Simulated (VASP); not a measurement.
Set up this calculation in VASP 6.6.1, as the native input.

- Task: relaxation of cell and atoms
- Functional: RPBE
- Potentials or basis: VASP PAW PBE potentials, release 64 (B, N)
- Cutoff: 600 eV
- k mesh: 12 × 12 × 12
- Occupations: gaussian, width 0.02 eV
- Spin: no spin polarisation
- Dipole correction: no
- Further INCAR settings: ALGO = Normal; EDIFF = 1e-07; IBRION = 2; EDIFFG = -0.002; NSW = 100; ISIF = 3

The structure of BN lies in POSCAR:

```
BN
1.0
    0.0000000000      1.8130010000      1.8130010000
    1.8130010000      0.0000000000      1.8130010000
    1.8130010000      1.8130010000      0.0000000000
B N
1 1
Direct
    0.0000000000      0.0000000000      0.0000000000
    0.2500000000      0.2500000000      0.2500000000
```

The input as run:

INCAR

```
SYSTEM = BN
PREC = Accurate
ENCUT = 600
EDIFF = 1E-7
ISMEAR = 0
SIGMA = 0.02
LREAL = .FALSE.
LASPH = .TRUE.
NELM = 120
ALGO = Normal
ISIF = 3
LWAVE = .FALSE.
LCHARG = .FALSE.
GGA = RP
IBRION = 2
NSW = 100
EDIFFG = -0.002
GGA_COMPAT = .FALSE.
NELMIN = 4
```

KPOINTS

```
regular mesh
0
G
  12 12 12
  0 0 0
```

Potentials or basis: VASP PAW PBE potentials, release 64 (B, N).

The run is started by

```bash
$ cat potpaw_PBE.64/B/POTCAR potpaw_PBE.64/N/POTCAR > POTCAR
$ mpirun -np 1 vasp_std > vasp.out
```

Results of the run:

```json
{"Relaxed volume": "6.05 Å³/atom", "Relaxed cell": "a = 2.577 Å, b = 2.577 Å, c = 2.577 Å, α = 60.00°, β = 60.00°, γ = 60.00°", "Space group after relaxing (to 0.1 Å)": "F-43m (No. 216)", "Energy gained by relaxing": "1.5 meV/atom", "Ionic steps": "3", "Pressure after relaxing": "0.0 GPa", "Band gap on the k mesh": "4.47 eV (least direct gap 8.76 eV)"}
```

Caveat: the PAW data sets were made with another functional, which shifts forces and pressure a little.

It took 25 s on 1 thread of Intel Xeon 8259CL, on a shared host, peak memory 0.12 GiB.
